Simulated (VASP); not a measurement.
# SiBi2Te5 (P4mm) in VASP: a series of runs

SiBi2Te5 is run at these levels: PBE; tasks: single point, relaxation of cell and atoms.

All numbers are computed with VASP 6.6.1; they aren't measurements. Logs are shortened: lines on timing, memory, paths and dates and some standing lists are left out, and cuts for length are marked.

## 1. The cell of the first run

It takes space group P4mm (No. 99, tetragonal). The conventional cell has a = 7.364 Å, b = 7.364 Å, c = 6.945 Å, α = 90.00°, β = 90.00°, γ = 90.00°. Within 3.3 Å of Si (site symmetry 4mm) lie 5 Te at 2.47 to 2.70 Å. Bi (site symmetry 2mm) has 6 Te at 3.06 to 4.01 Å and 2 Si at 3.78 Å within 4.1 Å. Te (site symmetry m) has 1 Si at 2.70 Å and 2 Bi at 3.06 Å and 4 Te at 3.67 to 3.69 Å within 3.7 Å. Te (site symmetry 4mm) has 1 Si at 2.47 Å within 3.3 Å.

The cell was generated, and may not be a known phase.

## 2. Single point, PBE

The input, INCAR:

```
SYSTEM = SiBi2Te5
PREC = Accurate
ENCUT = 520
EDIFF = 1E-6
ISMEAR = 0
SIGMA = 0.1
LREAL = .FALSE.
LASPH = .TRUE.
NELM = 100
ALGO = Normal
ISIF = 2
LWAVE = .FALSE.
LCHARG = .FALSE.
GGA = PE
NBANDS = 42
```

The input, KPOINTS:

```
Automatic mesh
0
G
  4 4 6
  0 0 0
```

The input, POSCAR:

```
SiBi2Te5
1.0
    7.3641901964      0.0000000000      0.0000000000
    0.0000000000      7.3641901964      0.0000000000
    0.0000000000      0.0000000000      6.9448635476
Si Bi Te
1 2 5
Direct
    0.0000000000      0.0000000000      0.0328893761
    0.5000000000      0.0000000000      0.9067725890
    0.0000000000      0.5000000000      0.9067725890
    0.2493852256      0.2493852256      0.1391638618
    0.7506147744      0.7506147744      0.1391638618
    0.7506147744      0.2493852256      0.1391638618
    0.2493852256      0.7506147744      0.1391638618
    0.0000000000      0.0000000000      0.6772032386
```

Potentials or basis: VASP PAW PBE potentials, release 64 (Si, Bi_d, Te).

Run with:

```sh
> cat potpaw_PBE.64/Si/POTCAR potpaw_PBE.64/Bi_d/POTCAR potpaw_PBE.64/Te/POTCAR > POTCAR
> mpirun -np 1 vasp_std > vasp.out
```

OUTCAR:

```text
SYSTEM = SiBi2Te5
   PREC = Accurate
   ENCUT = 520
   EDIFF = 1E-6
   ISMEAR = 0
   LREAL = .FALSE.
   LASPH = .TRUE.
   NELM = 100
   ISIF = 2
   GGA = PE

 ion  position               nearest neighbor table
   1  0.000  0.000  0.033-   8 2.47   5 2.70   6 2.70   7 2.70   4 2.70
   2  0.500  0.000  0.907-   4 3.06   5 3.06   6 3.06   7 3.06
   3  0.000  0.500  0.907-   4 3.06   5 3.06   6 3.06   7 3.06
   4  0.249  0.249  0.139-   1 2.70   2 3.06   3 3.06   6 3.67   7 3.67
   5  0.751  0.751  0.139-   1 2.70   2 3.06   3 3.06   6 3.67   7 3.67
   6  0.751  0.249  0.139-   1 2.70   2 3.06   3 3.06   4 3.67   5 3.67
   7  0.249  0.751  0.139-   1 2.70   2 3.06   3 3.06   4 3.67   5 3.67
   8  0.000  0.000  0.677-   1 2.47

  LATTYP: Found a simple tetragonal cell.
 ALAT       =     7.3641901964
 C/A-ratio  =     0.9430586884

  Lattice vectors:

 A1 = (   7.3641901964,   0.0000000000,   0.0000000000)
 A2 = (   0.0000000000,   7.3641901964,   0.0000000000)
 A3 = (   0.0000000000,   0.0000000000,   6.9448635476)

Analysis of symmetry for initial positions (statically):
=====================================================================
 Subroutine PRICEL returns:
 Original cell was already a primitive cell.

 Routine SETGRP: Setting up the symmetry group for a
 simple tetragonal supercell.

 Subroutine GETGRP returns: Found  8 space group operations
 (whereof  8 operations were pure point group operations)
 out of a pool of 16 trial point group operations.

The static configuration has the point symmetry C_4v.

Analysis of symmetry for dynamics (positions and initial velocities):
=====================================================================
 Subroutine PRICEL returns:
 Original cell was already a primitive cell.

 Routine SETGRP: Setting up the symmetry group for a
 simple tetragonal supercell.

 Subroutine GETGRP returns: Found  8 space group operations
 (whereof  8 operations were pure point group operations)
 out of a pool of 16 trial point group operations.

The dynamic configuration has the point symmetry C_4v.

 Subroutine INISYM returns: Found  8 space group operations
 (whereof  8 operations are pure point group operations),
 and found     1 'primitive' translations

----------------------------------------------------------------------------------------

                                     Primitive cell

  volume of cell :     376.6290

  direct lattice vectors                    reciprocal lattice vectors
     7.364190196  0.000000000  0.000000000     0.135792256  0.000000000  0.000000000
     0.000000000  7.364190196  0.000000000     0.000000000  0.135792256  0.000000000
     0.000000000  0.000000000  6.944863548     0.000000000  0.000000000  0.143991310

  length of vectors
     7.364190196  7.364190196  6.944863548     0.135792256  0.135792256  0.143991310

  position of ions in fractional coordinates (direct lattice)
     0.000000000  0.000000000  0.032889376
     0.500000000  0.000000000  0.906772589
     0.000000000  0.500000000  0.906772589
     0.249385226  0.249385226  0.139163862
     0.750614774  0.750614774  0.139163862
     0.750614774  0.249385226  0.139163862
     0.249385226  0.750614774  0.139163862
     0.000000000  0.000000000  0.677203239

  ion indices of the primitive-cell ions
   primitive index   ion index
                 1           1
                 2           2
                 3           3
                 4           4
                 5           5
                 6           6
                 7           7
                 8           8

----------------------------------------------------------------------------------------

 KPOINTS: Automatic mesh

Automatic generation of k-mesh.
 Grid dimensions read from file:
 generate k-points for:    4    4    6

 Generating k-lattice:

  Cartesian coordinates                     Fractional coordinates (reciprocal lattice)
     0.033948064  0.000000000  0.000000000     0.250000000  0.000000000  0.000000000
     0.000000000  0.033948064  0.000000000     0.000000000  0.250000000  0.000000000
     0.000000000  0.000000000  0.023998552     0.000000000  0.000000000  0.166666667

  Length of vectors
     0.033948064  0.033948064  0.023998552

  Shift w.r.t. Gamma in fractional coordinates (k-lattice)
     0.000000000  0.000000000  0.000000000

 Subroutine IBZKPT returns following result:
 ===========================================

 Found     24 irreducible k-points:

 Following reciprocal coordinates:
            Coordinates               Weight
  0.000000  0.000000  0.000000      1.000000
  0.250000  0.000000  0.000000      4.000000
  0.500000  0.000000  0.000000      2.000000
  0.250000  0.250000  0.000000      4.000000
  0.500000  0.250000  0.000000      4.000000
  0.500000  0.500000  0.000000      1.000000
[... 16 lines left out ...]
  0.500000  0.250000  0.500000      4.000000
  0.500000  0.500000  0.500000      1.000000
   k-points           NKPTS =     24   k-points in BZ     NKDIM =     24   number of bands    NBANDS=     42
   number of dos      NEDOS =    301   number of ions     NIONS =      8
   total plane-waves  NPLWV = 169344
   dimension x,y,z NGX =    56 NGY =   56 NGZ =   54
   dimension x,y,z NGXF=   112 NGYF=  112 NGZF=  108
   ions per type =               1   2   5
   NGX,Y,Z   is equivalent  to a cutoff of  12.64, 12.64, 12.93 a.u.
   NGXF,Y,Z  is equivalent  to a cutoff of  25.28, 25.28, 25.85 a.u.
 SYSTEM =  SiBi2Te5
   PREC   = accura    normal or accurate (medium, high low for compatibility)
   ISTART =      0    job   : 0-new  1-cont  2-samecut
   ICHARG =      2    charge: 1-file 2-atom 10-const
   ISPIN  =      1    spin polarized calculation?
   LNONCOLLINEAR =      F non collinear calculations
   LSORBIT =      F    spin-orbit coupling
   LASPH  =      T    aspherical Exc in radial PAW
   ENCUT  =  520.0 eV  38.22 Ry    6.18 a.u.  13.69 13.69 12.91*2*pi/ulx,y,z
   NELM   =    100;   NELMIN=  2; NELMDL= -5     # of ELM steps
   EDIFF  = 0.1E-05   stopping-criterion for ELM
   LREAL  =      F    real-space projection
   EDIFFG = 0.1E-04   stopping-criterion for IOM
   NSW    =      0    number of steps for IOM
   IBRION =     -1    ionic relax: 0-MD 1-quasi-New 2-CG
   NFREE  =      0    steps in history (QN), initial steepest desc. (CG)
   ISIF   =      2    stress and relaxation
   ISYM   =      2    0-nonsym 1-usesym 2-fastsym
   POTIM  = 0.5000    time-step for ionic-motion
   TEBEG  =    0.0;   TEEND  =   0.0 temperature during run
   PSTRESS=    0.0 pullay stress
   NELECT =      64.0000    total number of electrons
   NUPDOWN=      -1.0000    fix difference up-down
   EMIN   =  10.00;   EMAX   =-10.00  energy-range for DOS
   EFERMI =   0.00;   METHOD = LEGACY
   ISMEAR =     0;   SIGMA  =   0.10  broadening in eV -4-tet -1-fermi 0-gaus
   EFERMI_NEDOS =   21; number of points for ismear=-14 and -15
   IALGO  =     38    algorithm
   IMIX   =      4    mixing-type and parameters
     AMIX     =   0.40;   BMIX     =  1.00
     AMIX_MAG =   1.60;   BMIX_MAG =  1.00
  volume/ion in A,a.u.               =      47.08       317.70
  Fermi-wavevector in a.u.,A,eV,Ry     =   0.906770  1.713546 11.187132  0.822231
  Thomas-Fermi vector in A             =   2.030497
   LORBIT       =      0    0 simple, 1 ext, 2 COOP (PROOUT), +10 PAW based schemes
   GGA     = PE    functional components
   LHFCALC =     F    Hartree Fock is set to
   AEXX    =    0.0000 exact exchange contribution
   IVDW    =     0    specifies the selected vdW correction
   LEPSILON=     F    determine dielectric tensor
   LRPA    =     F    only Hartree local field effects (RPA)
 non-spin polarized calculation
 Gauss-broadening in eV      SIGMA  =   0.10
  energy-cutoff  :      520.00
  volume of cell :      376.63
 maximum number of plane-waves:     10178
 NGX is ok and might be reduce to    56
   NGX = 27   NGY = 27   NGZ = 25

 number of electron      63.9999991 magnetization

 Free energy of the ion-electron system (eV)
  ---------------------------------------------------
  ext. energy  EPLUGINS =         0.00000000
  ---------------------------------------------------
  free energy    TOTEN  =       -28.15933950 eV

  energy without entropy =      -28.14767651  energy(sigma->0) =      -28.15350800

 E-fermi :   2.7100     XC(G=0):  -7.1861

 val. band max:        2.6329656329   @ k =   0.5000   0.0000   0.5000
 cond. band min:       2.7885069818   @ k =   0.5000   0.0000   0.1667
 fundamental gap:      0.1555413489
 Fermi energy:         2.7099873527

 k-point     1 :       0.0000    0.0000    0.0000
  band No.  band energies     occupation
      1     -20.6152      2.00000
      2     -20.6093      2.00000
      3     -20.6089      2.00000
      4     -20.6078      2.00000
      5     -20.5950      2.00000
      6     -20.5950      2.00000
[... 34 lines left out ...]
     41       6.4741      0.00000
     42       6.4741      0.00000

 k-point     2 :       0.2500    0.0000    0.0000
  band No.  band energies     occupation
      1     -20.6144      2.00000
      2     -20.6102      2.00000
      3     -20.6087      2.00000
      4     -20.6079      2.00000
      5     -20.5950      2.00000
      6     -20.5949      2.00000
[... 34 lines left out ...]
     41       6.6539      0.00000
     42       6.7920      0.00000

 k-point     3 :       0.5000    0.0000    0.0000
  band No.  band energies     occupation
      1     -20.6124      2.00000
      2     -20.6123      2.00000
      3     -20.6083      2.00000
      4     -20.6083      2.00000
      5     -20.5950      2.00000
      6     -20.5948      2.00000
[... 34 lines left out ...]
     41       6.8308      0.00000
     42       6.9723      0.00000

 k-point     4 :       0.2500    0.2500    0.0000
  band No.  band energies     occupation
      1     -20.6138      2.00000
      2     -20.6108      2.00000
      3     -20.6086      2.00000
      4     -20.6080      2.00000
      5     -20.5955      2.00000
      6     -20.5944      2.00000
[... 844 lines left out ...]
     41       6.3763      0.00000
     42       6.5568      0.00000

 k-point    23 :       0.5000    0.2500    0.5000
  band No.  band energies     occupation
      1     -20.6123      2.00000
      2     -20.6123      2.00000
      3     -20.6083      2.00000
      4     -20.6083      2.00000
      5     -20.5957      2.00000
      6     -20.5942      2.00000
[... 34 lines left out ...]
     41       6.0755      0.00000
     42       6.7718      0.00000

 k-point    24 :       0.5000    0.5000    0.5000
  band No.  band energies     occupation
      1     -20.6123      2.00000
      2     -20.6123      2.00000
      3     -20.6083      2.00000
      4     -20.6083      2.00000
      5     -20.5960      2.00000
      6     -20.5939      2.00000
[... 34 lines left out ...]
     41       6.4823      0.00000
     42       6.4823      0.00000

------------------------ aborting loop because EDIFF is reached ----------------------------------------

  FORCE on cell =-STRESS in cart. coord.  units (eV):
  Direction    XX          YY          ZZ          XY          YZ          ZX
  --------------------------------------------------------------------------------------
  -------------------------------------------------------------------------------------
  Total       -0.0119482     -0.0119482      0.0696312      0.0000000      0.0000000      0.0000000
  in kB       -0.0508277     -0.0508277      0.2962106      0.0000000      0.0000000      0.0000000
  external PRESSURE =       0.0648517 kB  Pullay stress =       0.0000000 kB

 VOLUME and BASIS-vectors are now :
 -----------------------------------------------------------------------------
  energy-cutoff  :      520.00
  volume of cell :      376.63
      direct lattice vectors                 reciprocal lattice vectors
     7.364190196  0.000000000  0.000000000     0.135792256  0.000000000  0.000000000
     0.000000000  7.364190196  0.000000000     0.000000000  0.135792256  0.000000000
     0.000000000  0.000000000  6.944863548     0.000000000  0.000000000  0.143991310

 POSITION                                       TOTAL-FORCE (eV/Angst)
 -----------------------------------------------------------------------------------
      0.00000      0.00000      0.22841        -0.000000      0.000000      0.014052
      3.68210      0.00000      6.29741        -0.000000      0.000000     -0.009274
      0.00000      3.68210      6.29741        -0.000000     -0.000000     -0.009274
      1.83652      1.83652      0.96647         0.005765      0.005765      0.008052
      5.52767      5.52767      0.96647        -0.005765     -0.005765      0.008052
      5.52767      1.83652      0.96647        -0.005765      0.005765      0.008052
      1.83652      5.52767      0.96647         0.005765     -0.005765      0.008052
      0.00000      0.00000      4.70308        -0.000000      0.000000     -0.027713
 -----------------------------------------------------------------------------------
    total drift:                               -0.000000      0.000000      0.000107

  FREE ENERGIE OF THE ION-ELECTRON SYSTEM (eV)
  ---------------------------------------------------
  free  energy   TOTEN  =       -28.1593394950 eV

  energy  without entropy=      -28.1476765094  energy(sigma->0) =      -28.15350800
```

Wall time 5.8 min (1 thread of Intel Xeon Platinum 8488C (Sapphire Rapids), shared host); peak memory 0.6 GiB.

What came out:

```yaml
Free_energy: -28.1593 eV
Pressure: 0.0 GPa
Largest_force: 0.028 eV/Å
Band_gap_on_the_k_mesh: zero (bands 32 and 33 overlap by 0.39 eV)
```

Forces on the atoms (eV/Å):
```
Si   0.000  0.000  0.014
Bi   0.000  0.000 -0.009
Bi   0.000  0.000 -0.009
Te   0.006  0.006  0.008
Te  -0.006 -0.006  0.008
Te  -0.006  0.006  0.008
Te   0.006 -0.006  0.008
Te   0.000  0.000 -0.028
```

Caveat: spin-orbit coupling is left out, which moves the levels of the heavy elements; this functional lacks dispersion, which binds layers or chains, so the pressure and a relaxed spacing across them are unreliable.

(Part 1 of 2 ends here.)

The gap in the log of VASP goes by the Fermi energy; the results here count the filled bands.